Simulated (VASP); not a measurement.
# SeS4 (P-43m) in VASP: relaxation of cell and atoms with PBE

Aim: the relaxation of cell and atoms of SeS4 with PBE.

All numbers are computed with VASP 6.6.1; they aren't measurements. Logs are shortened: lines on timing, memory, paths and dates and some standing lists are left out, and cuts for length are marked.

### 1 The cell of the first run

It takes space group P-43m (No. 215, cubic). Conventional cell: a = 4.671 Å, b = 4.671 Å, c = 4.671 Å, α = 90.00°, β = 90.00°, γ = 90.00°. Within 3.3 Å of Se (site symmetry -43m) lie 4 S at 2.51 Å. S (site symmetry 3m) has 1 Se at 2.51 Å and 9 S at 2.51 to 3.40 Å within 3.4 Å.

The cell was built from a structure type or drawn by symmetry, and may not be a known phase.

### 2 Relaxation of cell and atoms, PBE

Contents of INCAR:

```
SYSTEM = SeS4
  PREC = Accurate
  ENCUT = 600
  EDIFF = 1E-6
  ISMEAR = 0
  SIGMA = 0.1
  LREAL = .FALSE.
  LASPH = .TRUE.
  NELM = 100
  ALGO = Normal
  ISIF = 3
  LWAVE = .FALSE.
  LCHARG = .FALSE.
  GGA = PE
  IBRION = 2
  NSW = 100
  EDIFFG = -0.01
```

Contents of KPOINTS:

```
Automatic mesh
0
G
  8 8 8
  0 0 0
```

Contents of POSCAR:

```
SeS4
1.0
    4.6705846531      0.0000000000      0.0000000000
    0.0000000000      4.6705846531      0.0000000000
    0.0000000000      0.0000000000      4.6705846531
Se S
1 4
Direct
    0.0000000000      0.0000000000      0.0000000000
    0.3099070947      0.6900929053      0.6900929053
    0.6900929053      0.3099070947      0.6900929053
    0.6900929053      0.6900929053      0.3099070947
    0.3099070947      0.3099070947      0.3099070947
```

Potentials or basis: VASP PAW PBE potentials, release 64 (Se, S).

Command:

```sh
$ cat potpaw_PBE.64/Se/POTCAR potpaw_PBE.64/S/POTCAR > POTCAR
$ mpirun -np 1 vasp_std > vasp.out
```

OUTCAR:

```text
SYSTEM = SeS4
   PREC = Accurate
   ENCUT = 600
   EDIFF = 1E-6
   ISMEAR = 0
   LREAL = .FALSE.
   LASPH = .TRUE.
   NELM = 100
   ISIF = 3
   GGA = PE
   IBRION = 2
   NSW = 100
   EDIFFG = -0.01

 ion  position               nearest neighbor table
   1  0.000  0.000  0.000-   2 2.51   3 2.51   4 2.51   5 2.51
   2  0.310  0.690  0.690-   1 2.51   3 2.51   4 2.51   5 2.51
   3  0.690  0.310  0.690-   1 2.51   2 2.51   4 2.51   5 2.51
   4  0.690  0.690  0.310-   1 2.51   2 2.51   3 2.51   5 2.51
   5  0.310  0.310  0.310-   1 2.51   2 2.51   3 2.51   4 2.51

  LATTYP: Found a simple cubic cell.
 ALAT       =     4.6705846531

  Lattice vectors:

 A1 = (   4.6705846531,   0.0000000000,   0.0000000000)
 A2 = (   0.0000000000,   4.6705846531,   0.0000000000)
 A3 = (   0.0000000000,   0.0000000000,   4.6705846531)

Analysis of symmetry for initial positions (statically):
=====================================================================
 Subroutine PRICEL returns:
 Original cell was already a primitive cell.

 Routine SETGRP: Setting up the symmetry group for a
 simple cubic supercell.

 Subroutine GETGRP returns: Found 24 space group operations
 (whereof 24 operations were pure point group operations)
 out of a pool of 48 trial point group operations.

The static configuration has the point symmetry T_d .

Analysis of symmetry for dynamics (positions and initial velocities):
=====================================================================
 Subroutine PRICEL returns:
 Original cell was already a primitive cell.

 Routine SETGRP: Setting up the symmetry group for a
 simple cubic supercell.

 Subroutine GETGRP returns: Found 24 space group operations
 (whereof 24 operations were pure point group operations)
 out of a pool of 48 trial point group operations.

The dynamic configuration has the point symmetry T_d .

 Subroutine INISYM returns: Found 24 space group operations
 (whereof 24 operations are pure point group operations),
 and found     1 'primitive' translations

----------------------------------------------------------------------------------------

                                     Primitive cell

  volume of cell :     101.8858

  direct lattice vectors                    reciprocal lattice vectors
     4.670584653  0.000000000  0.000000000     0.214105958  0.000000000  0.000000000
     0.000000000  4.670584653  0.000000000     0.000000000  0.214105958  0.000000000
     0.000000000  0.000000000  4.670584653     0.000000000  0.000000000  0.214105958

  length of vectors
     4.670584653  4.670584653  4.670584653     0.214105958  0.214105958  0.214105958

  position of ions in fractional coordinates (direct lattice)
     0.000000000  0.000000000  0.000000000
     0.309907095  0.690092905  0.690092905
     0.690092905  0.309907095  0.690092905
     0.690092905  0.690092905  0.309907095
     0.309907095  0.309907095  0.309907095

  ion indices of the primitive-cell ions
   primitive index   ion index
                 1           1
                 2           2
                 3           3
                 4           4
                 5           5

----------------------------------------------------------------------------------------

 KPOINTS: Automatic mesh

Automatic generation of k-mesh.
 Grid dimensions read from file:
 generate k-points for:    8    8    8

 Generating k-lattice:

  Cartesian coordinates                     Fractional coordinates (reciprocal lattice)
     0.026763245  0.000000000  0.000000000     0.125000000  0.000000000  0.000000000
     0.000000000  0.026763245  0.000000000     0.000000000  0.125000000  0.000000000
     0.000000000  0.000000000  0.026763245     0.000000000  0.000000000  0.125000000

  Length of vectors
     0.026763245  0.026763245  0.026763245

  Shift w.r.t. Gamma in fractional coordinates (k-lattice)
     0.000000000  0.000000000  0.000000000

 Subroutine IBZKPT returns following result:
 ===========================================

 Found     35 irreducible k-points:

 Following reciprocal coordinates:
            Coordinates               Weight
  0.000000  0.000000  0.000000      1.000000
  0.125000  0.000000  0.000000      6.000000
  0.250000  0.000000  0.000000      6.000000
  0.375000  0.000000  0.000000      6.000000
  0.500000  0.000000  0.000000      3.000000
  0.125000  0.125000  0.000000     12.000000
[... 16 lines left out ...]
  0.375000  0.375000  0.125000     24.000000
  0.500000  0.375000  0.125000     24.000000
 [... further k-points ...]
   k-points           NKPTS =     35   k-points in BZ     NKDIM =     35   number of bands    NBANDS=     19
   number of dos      NEDOS =    301   number of ions     NIONS =      5
   total plane-waves  NPLWV =  64000
   dimension x,y,z NGX =    40 NGY =   40 NGZ =   40
   dimension x,y,z NGXF=    80 NGYF=   80 NGZF=   80
   ions per type =               1   4
   NGX,Y,Z   is equivalent  to a cutoff of  14.24, 14.24, 14.24 a.u.
   NGXF,Y,Z  is equivalent  to a cutoff of  28.48, 28.48, 28.48 a.u.
 SYSTEM =  SeS4
   PREC   = accura    normal or accurate (medium, high low for compatibility)
   ISTART =      0    job   : 0-new  1-cont  2-samecut
   ICHARG =      2    charge: 1-file 2-atom 10-const
   ISPIN  =      1    spin polarized calculation?
   LNONCOLLINEAR =      F non collinear calculations
   LSORBIT =      F    spin-orbit coupling
   LASPH  =      T    aspherical Exc in radial PAW
   ENCUT  =  600.0 eV  44.10 Ry    6.64 a.u.   9.33  9.33  9.33*2*pi/ulx,y,z
   NELM   =    100;   NELMIN=  2; NELMDL= -5     # of ELM steps
   EDIFF  = 0.1E-05   stopping-criterion for ELM
   LREAL  =      F    real-space projection
   EDIFFG = -.1E-01   stopping-criterion for IOM
   NSW    =    100    number of steps for IOM
   IBRION =      2    ionic relax: 0-MD 1-quasi-New 2-CG
   NFREE  =      1    steps in history (QN), initial steepest desc. (CG)
   ISIF   =      3    stress and relaxation
   ISYM   =      2    0-nonsym 1-usesym 2-fastsym
   POTIM  = 0.5000    time-step for ionic-motion
   TEBEG  =    0.0;   TEEND  =   0.0 temperature during run
   PSTRESS=    0.0 pullay stress
   NELECT =      30.0000    total number of electrons
   NUPDOWN=      -1.0000    fix difference up-down
   EMIN   =  10.00;   EMAX   =-10.00  energy-range for DOS
   EFERMI =   0.00;   METHOD = LEGACY
   ISMEAR =     0;   SIGMA  =   0.10  broadening in eV -4-tet -1-fermi 0-gaus
   EFERMI_NEDOS =   21; number of points for ismear=-14 and -15
   IALGO  =     38    algorithm
   IMIX   =      4    mixing-type and parameters
     AMIX     =   0.40;   BMIX     =  1.00
     AMIX_MAG =   1.60;   BMIX_MAG =  1.00
  volume/ion in A,a.u.               =      20.38       137.51
  Fermi-wavevector in a.u.,A,eV,Ry     =   1.089124  2.058146 16.139110  1.186191
  Thomas-Fermi vector in A             =   2.225320
   LORBIT       =      0    0 simple, 1 ext, 2 COOP (PROOUT), +10 PAW based schemes
   GGA     = PE    functional components
   LHFCALC =     F    Hartree Fock is set to
   AEXX    =    0.0000 exact exchange contribution
   IVDW    =     0    specifies the selected vdW correction
   LEPSILON=     F    determine dielectric tensor
   LRPA    =     F    only Hartree local field effects (RPA)
 conjugate gradient relaxation of ions
 non-spin polarized calculation
 Gauss-broadening in eV      SIGMA  =   0.10
  energy-cutoff  :      600.00
  volume of cell :      101.89
 maximum number of plane-waves:      3448
 NGX is ok and might be reduce to    40
   NGX = 19   NGY = 19   NGZ = 19

--------------------------------------- Ionic step        1  -------------------------------------------

 number of electron      30.0000001 magnetization

 Free energy of the ion-electron system (eV)
  ---------------------------------------------------
  ext. energy  EPLUGINS =         0.00000000
  ---------------------------------------------------
  free energy    TOTEN  =       -15.93759680 eV

  energy without entropy =      -15.91973408  energy(sigma->0) =      -15.92866544

------------------------ aborting loop because EDIFF is reached ----------------------------------------

  FORCE on cell =-STRESS in cart. coord.  units (eV):
  Direction    XX          YY          ZZ          XY          YZ          ZX
  --------------------------------------------------------------------------------------
  -------------------------------------------------------------------------------------
  Total       -0.1693901     -0.1693901     -0.1693901      0.0000000      0.0000000      0.0000000
  in kB       -2.6636978     -2.6636978     -2.6636978      0.0000000      0.0000000      0.0000000
  external PRESSURE =      -2.6636978 kB  Pullay stress =       0.0000000 kB
[... 63 lines left out ...]
  energy  without entropy=      -15.9202138487  energy(sigma->0) =      -15.92908785

--------------------------------------- Ionic step        3  -------------------------------------------

 number of electron      30.0000001 magnetization

 Free energy of the ion-electron system (eV)
  ---------------------------------------------------
  ext. energy  EPLUGINS =         0.00000000
  ---------------------------------------------------
  free energy    TOTEN  =       -15.93797033 eV

  energy without entropy =      -15.92020689  energy(sigma->0) =      -15.92908861

 E-fermi :   4.7810     XC(G=0):  -9.8689

 val. band max:        4.7565151637   @ k =   0.3750   0.0000   0.0000
 cond. band min:       4.7995372123   @ k =   0.5000   0.1250   0.1250
 fundamental gap:      0.0430220486
 Fermi energy:         4.7810040247

 k-point     1 :       0.0000    0.0000    0.0000
  band No.  band energies     occupation
      1     -11.4602      2.00000
      2      -8.1633      2.00000
      3      -7.0762      2.00000
      4      -7.0762      2.00000
      5      -7.0762      2.00000
      6       0.1926      2.00000
[... 11 lines left out ...]
     18       7.0219      0.00000
     19       7.0219      0.00000
[... 489 lines left out ...]
      3      -7.6512      2.00000
      4      -7.5823      2.00000
      5      -5.8699      2.00000
      6      -1.5718      2.00000
[... 11 lines left out ...]
     18       6.5580      0.00000
     19       7.8901      0.00000

 [... further k-points ...]
[... 5 lines left out ...]
  --------------------------------------------------------------------------------------
  -------------------------------------------------------------------------------------
  Total       -0.0002378     -0.0002378     -0.0002378      0.0000000      0.0000000      0.0000000
  in kB       -0.0037557     -0.0037557     -0.0037557      0.0000000      0.0000000      0.0000000
  external PRESSURE =      -0.0037557 kB  Pullay stress =       0.0000000 kB
[... 20 lines left out ...]
  FREE ENERGIE OF THE ION-ELECTRON SYSTEM (eV)
  ---------------------------------------------------
  free  energy   TOTEN  =       -15.9379703319 eV

  energy  without entropy=      -15.9202068944  energy(sigma->0) =      -15.92908861

 reached required accuracy - stopping structural energy minimisation
```

It took 93 s on 1 thread of Intel Xeon Platinum 8488C (Sapphire Rapids), shared host; peak memory 0.28 GiB.

Results:

| Quantity | Value |
| --- | --- |
| Free energy | -15.9380 eV |
| Relaxed volume | 20.29 Å³/atom |
| Relaxed cell | a = 4.664 Å, b = 4.664 Å, c = 4.664 Å, α = 90.00°, β = 90.00°, γ = 90.00° |
| Space group after relaxing (to 0.1 Å) | P-43m (No. 215) |
| Energy gained by relaxing | 0.1 meV/atom |
| Ionic steps | 3 |
| Pressure after relaxing | 0.0 GPa |
| Largest force after relaxing | 0.010 eV/Å |
| Band gap on the k mesh | zero (bands 15 and 16 overlap by 1.25 eV) |

Forces in eV/Å, atoms in the order of the input:
```
Se   0.000  0.000  0.000
S   -0.006  0.006  0.006
S    0.006 -0.006  0.006
S    0.006  0.006 -0.006
S   -0.006 -0.006 -0.006
```

Step by step:
```
step  energy change (eV)  largest force (eV/Å)  pressure (GPa)  volume (Å³)
   1              0.0000                0.0077           -0.27       101.89
   2             -0.0004                0.0123            0.03       101.39
   3             -0.0004                0.0100            0.00       101.45
```

Final structure:
```
Se S
1.0
     4.66391    0.00000    0.00000
     0.00000    4.66391    0.00000
     0.00000    0.00000    4.66391
Se S
1 4
Direct
  0.00000 0.00000 0.00000
  0.30995 0.69005 0.69005
  0.69005 0.30995 0.69005
  0.69005 0.69005 0.30995
  0.30995 0.30995 0.30995
```

Levels at points of the mesh, in eV from the Fermi level:
| k point | band 11 | band 12 | band 13 | band 14 | band 15 | band 16 | band 17 | band 18 | band 19 |
| --- | --- | --- | --- | --- | --- | --- | --- | --- | --- |
| (0.00, 0.00, 0.00) | -4.29 | -0.89 | -0.89 | -0.89 | -0.43 | -0.43 | -0.43 | 2.24 | 2.24 |
| (0.50, 0.00, 0.00) | -2.60 | -1.75 | -1.44 | -1.44 | -0.13 | -0.13 | 0.25 | 0.76 | 3.40 |
| (0.50, 0.50, 0.00) | -3.47 | -3.47 | -1.39 | 0.08 | 0.08 | 0.22 | 1.05 | 1.76 | 3.37 |
| (0.50, 0.50, 0.50) | -1.21 | -0.98 | -0.98 | -0.98 | 0.83 | 0.83 | 0.83 | 1.61 | 1.61 |
